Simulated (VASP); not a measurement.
# Ni (Fm-3m) in VASP: a series of runs

Ni is run at these levels: r2SCAN; tasks: single point.

Everything below comes from runs of VASP 6.6.1. Logs are shortened: lines on timing, memory, paths and dates and some standing lists are left out, and cuts for length are marked.

## Step 1: The cell of the first run

The structure is cubic, space group Fm-3m (No. 225). Conventional cell: a = 3.476 Å, b = 3.476 Å, c = 3.476 Å, α = 90.00°, β = 90.00°, γ = 90.00°. Within 3.2 Å of Ni (site symmetry m-3m) lie 12 Ni at 2.46 Å.

## Step 2: Single point, r2SCAN, collinear spin, ferromagnetic start

The input, POSCAR:

```
Ni
1.0
    0.0000000000      1.7380692641      1.7380692641
    1.7380692641      0.0000000000      1.7380692641
    1.7380692641      1.7380692641      0.0000000000
Ni
1
Direct
    0.0000000000      0.0000000000      0.0000000000
```

The input, INCAR.step1:

```
SYSTEM = Ni
ALGO = Normal
EDIFF = 1E-4
ENCUT = 520
GGA = PE
ISMEAR = 1
ISPIN = 2
LASPH = .TRUE.
LCHARG = .FALSE.
LMAXMIX = 4
LREAL = .FALSE.
LWAVE = .TRUE.
MAGMOM = 0.807
NBANDS = 15
NELM = 150
PREC = Accurate
SIGMA = 0.1
```

The input, INCAR.step2:

```
SYSTEM = Ni
ALGO = Normal
EDIFF = 1E-7
ENCUT = 520
ISIF = 2
ISMEAR = 1
ISPIN = 2
ISTART = 1
LASPH = .TRUE.
LCHARG = .TRUE.
LELF = .TRUE.
LMAXMIX = 4
LMIXTAU = .TRUE.
LORBIT = 11
LREAL = .FALSE.
LVHAR = .TRUE.
LWAVE = .FALSE.
MAGMOM = 0.807
METAGGA = R2SCAN
NBANDS = 15
NELM = 150
PREC = Accurate
SIGMA = 0.1
```

The input, KPOINTS:

```
k-points
0
G
  15 15 15
  0 0 0
```

Potentials or basis: VASP PAW PBE potentials, release 64 (Ni).

On the command line:

```console
> cat potpaw_PBE.64/Ni/POTCAR > POTCAR
> cp INCAR.step1 INCAR
> mpirun -np 1 vasp_std > vasp.out
> cp INCAR.step2 INCAR
> mpirun -np 1 vasp_std > vasp.out
```

OUTCAR:

```text
SYSTEM = Ni
   EDIFF = 1E-7
   ENCUT = 520
   ISIF = 2
   ISMEAR = 1
   ISPIN = 2
   ISTART = 1
   LASPH = .TRUE.
   LORBIT = 11
   LREAL = .FALSE.
   METAGGA = R2SCAN
   NELM = 150
   PREC = Accurate

 ion  position               nearest neighbor table
   1  0.000  0.000  0.000-

  LATTYP: Found a face centered cubic cell.
 ALAT       =     3.4761385282

  Lattice vectors:

 A1 = (   0.0000000000,   1.7380692641,   1.7380692641)
 A2 = (   1.7380692641,   0.0000000000,   1.7380692641)
 A3 = (   1.7380692641,   1.7380692641,   0.0000000000)

Analysis of symmetry for initial positions (statically):
=====================================================================
 Subroutine PRICEL returns:
 Original cell was already a primitive cell.

 Routine SETGRP: Setting up the symmetry group for a
 face centered cubic supercell.

 Subroutine GETGRP returns: Found 48 space group operations
 (whereof 48 operations were pure point group operations)
 out of a pool of 48 trial point group operations.

The static configuration has the point symmetry O_h .

Analysis of symmetry for dynamics (positions and initial velocities):
=====================================================================
 Subroutine PRICEL returns:
 Original cell was already a primitive cell.

 Routine SETGRP: Setting up the symmetry group for a
 face centered cubic supercell.

 Subroutine GETGRP returns: Found 48 space group operations
 (whereof 48 operations were pure point group operations)
 out of a pool of 48 trial point group operations.

The dynamic configuration has the point symmetry O_h .

Analysis of structural, dynamic, and magnetic symmetry:
=====================================================================
 Subroutine PRICEL returns:
 Original cell was already a primitive cell.

 Routine SETGRP: Setting up the symmetry group for a
 face centered cubic supercell.

 Subroutine GETGRP returns: Found 48 space group operations
 (whereof 48 operations were pure point group operations)
 out of a pool of 48 trial point group operations.

The overall configuration has the point symmetry O_h .

 Subroutine INISYM returns: Found 48 space group operations
 (whereof 48 operations are pure point group operations),
 and found     1 'primitive' translations

----------------------------------------------------------------------------------------

                                     Primitive cell

  volume of cell :      10.5010

  direct lattice vectors                    reciprocal lattice vectors
     0.000000000  1.738069264  1.738069264    -0.287675532  0.287675532  0.287675532
[... 116 lines left out ...]
 Methfessel and Paxton  Order N= 1 SIGMA  =   0.10
  energy-cutoff  :      520.00
  volume of cell :       10.50
 maximum number of plane-waves:       295
   NGX =  9   NGY =  9   NGZ =  9

 number of electron       9.9999999 magnetization       0.6940194

 Free energy of the ion-electron system (eV)
  ---------------------------------------------------
  ext. energy  EPLUGINS =         0.00000000
  ---------------------------------------------------
  free energy    TOTEN  =       -11.94503472 eV

  energy without entropy =      -11.94522548  energy(sigma->0) =      -11.94509831

 E-fermi :   9.8305     XC(G=0): -14.6279

 val. band max:        9.8207407910   @ k =   0.4000   0.0000   0.0000
 cond. band min:       9.8338181121   @ k =   0.4667   0.2000   0.0667
 fundamental gap:      0.0130773210
 Fermi energy:         9.8305045917

 spin component 1

 k-point     1 :       0.0000    0.0000    0.0000
  band No.  band energies     occupation
      1       0.1640      1.00000
      2       6.8169      1.00000
      3       6.8170      1.00000
      4       6.8170      1.00000
      5       8.1667      1.00000
      6       8.1667      1.00000
      7      34.6781      0.00000
      8      39.1198      0.00000
      9      39.1198      0.00000
     10      39.1202      0.00000
     11      41.8655      0.00000
     12      41.8656      0.00000
     13      41.8656      0.00000
     14      45.2169      0.00000
[... 403 lines left out ...]
      4       7.2248      1.00000
      5       7.7957      1.00000
      6       8.3479      1.00000
      7      30.5562      0.00000
      8      33.4184      0.00000
      9      33.6648      0.00000
     10      36.1526      0.00000
     11      41.2749      0.00000
     12      45.5102      0.00000
     13      47.3642      0.00000
     14      48.0253      0.00000
     15      51.8123      0.00000

 [... further k-points ...]

 spin component 2

 k-point     1 :       0.0000    0.0000    0.0000
  band No.  band energies     occupation
      1      -0.0846      1.00000
      2       8.1017      1.00000
      3       8.1017      1.00000
      4       8.1017      1.00000
      5       8.8778      1.00000
      6       8.8779      1.00000
      7      34.4266      0.00000
      8      39.2196      0.00000
      9      39.2197      0.00000
     10      39.2197      0.00000
     11      42.1518      0.00000
     12      42.1519      0.00000
     13      42.1519      0.00000
     14      45.2930      0.00000
[... 403 lines left out ...]
      4       8.5007      1.00000
      5       8.6660      1.00000
      6       9.1034      1.00000
      7      30.6704      0.00000
      8      33.6216      0.00000
      9      33.6690      0.00000
     10      36.2211      0.00000
     11      41.7241      0.00000
     12      45.6961      0.00000
     13      47.5330      0.00000
     14      48.2074      0.00000
     15      53.5119      0.00000

 [... further k-points ...]
[... 5 lines left out ...]
  --------------------------------------------------------------------------------------
  -------------------------------------------------------------------------------------
  Total        0.0133744      0.0133744      0.0133744      0.0000000      0.0000000     -0.0000000
  in kB        2.0405853      2.0405853      2.0405853      0.0000000      0.0000000     -0.0000000
  external PRESSURE =       2.0405853 kB  Pullay stress =       0.0000000 kB

 VOLUME and BASIS-vectors are now :
 -----------------------------------------------------------------------------
  energy-cutoff  :      520.00
  volume of cell :       10.50
      direct lattice vectors                 reciprocal lattice vectors
     0.000000000  1.738069264  1.738069264    -0.287675532  0.287675532  0.287675532
     1.738069264  0.000000000  1.738069264     0.287675532 -0.287675532  0.287675532
     1.738069264  1.738069264  0.000000000     0.287675532  0.287675532 -0.287675532

 POSITION                                       TOTAL-FORCE (eV/Angst)
 -----------------------------------------------------------------------------------
      0.00000      0.00000      0.00000        -0.000000     -0.000000     -0.000000
 -----------------------------------------------------------------------------------
    total drift:                                0.000000     -0.000000     -0.000000

  FREE ENERGIE OF THE ION-ELECTRON SYSTEM (eV)
  ---------------------------------------------------
  free  energy   TOTEN  =       -11.9450347158 eV

  energy  without entropy=      -11.9452254838  energy(sigma->0) =      -11.94509831

 total charge

# of ion       s       p       d       tot
------------------------------------------
    1        0.529   0.551   8.331   9.411

 magnetization (x)

# of ion       s       p       d       tot
------------------------------------------
    1       -0.011  -0.042   0.765   0.712
```

Wall time 3.1 min (1 thread of Intel Xeon Platinum 8259CL at 2.50GHz (Skylake/Cascade Lake), shared host); peak memory 0.15 GiB.

What came out:

| Quantity | Value |
| --- | --- |
| Free energy | -11.9450 eV |
| Pressure | 0.2 GPa |
| Net moment | 0.69 μB per cell |
| Site moments | Ni +0.71 μB |
| Valence electrons inside the program's atomic spheres | Ni 9.41 |

Levels at points of the mesh, in eV from the Fermi level:
Spin up:
| k point | band 1 | band 2 | band 3 | band 4 | band 5 | band 6 | band 7 | band 8 | band 9 | band 10 |
| --- | --- | --- | --- | --- | --- | --- | --- | --- | --- | --- |
| (0.00, 0.00, 0.00) | -9.67 | -3.01 | -3.01 | -3.01 | -1.66 | -1.66 | 24.85 | 29.29 | 29.29 | 29.29 |
Spin down:
```tsv
k point	band 2	band 3	band 4	band 5	band 6	band 7	band 8	band 9
(0.00, 0.00, 0.00)	-1.73	-1.73	-1.73	-0.95	-0.95	24.60	29.39	29.39
```

Caveat: the PAW data sets were made with another functional, which shifts forces and pressure a little.

## Step 3: Single point, r2SCAN, collinear spin, ferromagnetic start

POSCAR is that of step 2.

The input, INCAR.step1:

```
PREC = Accurate
ENCUT = 520
ISMEAR = 1
SIGMA = 0.2
LREAL = False
LASPH = True
NELM = 150
ISPIN = 2
MAGMOM = 0.807
LMAXMIX = 4
NBANDS = 15
GGA = PE
ALGO = Normal
EDIFF = 1E-4
LWAVE = True
LCHARG = False
```

The input, INCAR.step2:

```
PREC = Accurate
ENCUT = 520
EDIFF = 1E-7
ISMEAR = 1
SIGMA = 0.2
LREAL = False
LASPH = True
NELM = 150
ALGO = Normal
ISIF = 2
LWAVE = False
LCHARG = False
ISPIN = 2
MAGMOM = 0.807
LORBIT = 11
LMAXMIX = 4
METAGGA = R2SCAN
LMIXTAU = True
NBANDS = 15
ISTART = 1
```

The input, KPOINTS:

```
regular mesh
0
Gamma
  15 15 15
```

Potentials or basis: VASP PAW PBE potentials, release 64 (Ni).

On the command line:

```console
> cat potpaw_PBE.64/Ni/POTCAR > POTCAR
> cp INCAR.step1 INCAR
> mpirun -np 1 vasp_std > vasp.out
> cp INCAR.step2 INCAR
> mpirun -np 1 vasp_std > vasp.out
```

It took 2.9 min on 1 thread of Intel Xeon Platinum 8259CL at 2.50GHz (Skylake/Cascade Lake), shared host; peak memory 0.15 GiB.

It converged, with:

```
Free energy                                           : -11.9446 eV
Pressure                                              : 0.2 GPa
Net moment                                            : 0.69 μB per cell
Site moments                                          : Ni +0.71 μB
Valence electrons inside the program's atomic spheres : Ni 9.41
```

Levels at points of the mesh, in eV from the Fermi level:
Spin up:
```csv
k point,band 1,band 2,band 3,band 4,band 5,band 6,band 7,band 8,band 9,band 10
"(0.00, 0.00, 0.00)",-9.66,-3.00,-3.00,-3.00,-1.65,-1.65,24.86,29.30,29.30,29.30
```
Spin down:
| k point | band 2 | band 3 | band 4 | band 5 | band 6 | band 7 | band 8 | band 9 |
| --- | --- | --- | --- | --- | --- | --- | --- | --- |
| (0.00, 0.00, 0.00) | -1.72 | -1.72 | -1.72 | -0.94 | -0.94 | 24.61 | 29.40 | 29.40 |

Caveat: the PAW data sets were made with another functional, which shifts forces and pressure a little.

## Step 4: Single point, r2SCAN, collinear spin, ferromagnetic start

POSCAR is that of step 3.

The input, INCAR.step1:

```
PREC = Accurate
ENCUT = 520
ISMEAR = 1
SIGMA = 0.3
LREAL = F
LASPH = T
NELM = 150
ISPIN = 2
MAGMOM = 0.807
LMAXMIX = 4
NBANDS = 15
GGA = PE
ALGO = Normal
EDIFF = 1E-4
LWAVE = T
LCHARG = F
```

The input, INCAR.step2:

```
PREC = Accurate
ENCUT = 520
EDIFF = 1E-7
ISMEAR = 1
SIGMA = 0.3
LREAL = F
LASPH = T
NELM = 150
ALGO = Normal
ISIF = 2
LWAVE = F
LCHARG = T
ISPIN = 2
MAGMOM = 0.807
LORBIT = 11
LMAXMIX = 4
METAGGA = R2SCAN
LMIXTAU = T
LELF = T
LVHAR = T
NBANDS = 15
ISTART = 1
```

The input, KPOINTS:

```
Automatic mesh
0
Gamma
  15 15 15
```

On the command line:

```console
> cat potpaw_PBE.64/Ni/POTCAR > POTCAR
> cp INCAR.step1 INCAR
> mpirun -np 1 vasp_std > vasp.out
> cp INCAR.step2 INCAR
> mpirun -np 1 vasp_std > vasp.out
```

Run time: 2.5 min. Hardware: 1 thread of Intel Xeon Platinum 8259CL at 2.50GHz (Skylake/Cascade Lake), shared host; peak memory 0.15 GiB.

The run converged. Its results:

```
Free energy                                           : -11.9444 eV
Pressure                                              : 0.3 GPa
Net moment                                            : 0.69 μB per cell
Site moments                                          : Ni +0.71 μB
Valence electrons inside the program's atomic spheres : Ni 9.41
```

Levels at points of the mesh, in eV from the Fermi level:
Spin up:
| k point | band 2 | band 3 | band 4 | band 5 | band 6 | band 7 | band 8 | band 9 |
| --- | --- | --- | --- | --- | --- | --- | --- | --- |
| (0.00, 0.00, 0.00) | -2.99 | -2.99 | -2.99 | -1.64 | -1.64 | 24.86 | 29.30 | 29.30 |
Spin down:
```
           k point  band 2  band 3  band 4  band 5  band 6  band 7
(0.00, 0.00, 0.00)   -1.71   -1.71   -1.71   -0.93   -0.93   24.61
```

Caveat: the PAW data sets were made with another functional, which shifts forces and pressure a little.

## Step 5: Summary

| smearing | gap on the mesh (eV) | pressure (GPa) | moment (μB) |
| --- | --- | --- | --- |
| methfessel-paxton 0.1 eV | none | 0.2 | 0.69 |
| methfessel-paxton 0.2 eV | none | 0.2 | 0.69 |
| methfessel-paxton 0.3 eV | none | 0.3 | 0.69 |

Alike in all rows: task single point; level r2SCAN; potentials or basis VASP PAW PBE potentials, release 64 (Ni); spin collinear, ferromagnetic start; cell as given; k mesh 15 × 15 × 15; cutoff (eV) 520.

Every run on the cell as given and a fine mesh finds a metal.

Caveats: the PAW data sets were made with another functional, which shifts forces and pressure a little.

Absolute energies hang on the potentials; compare differences alone.
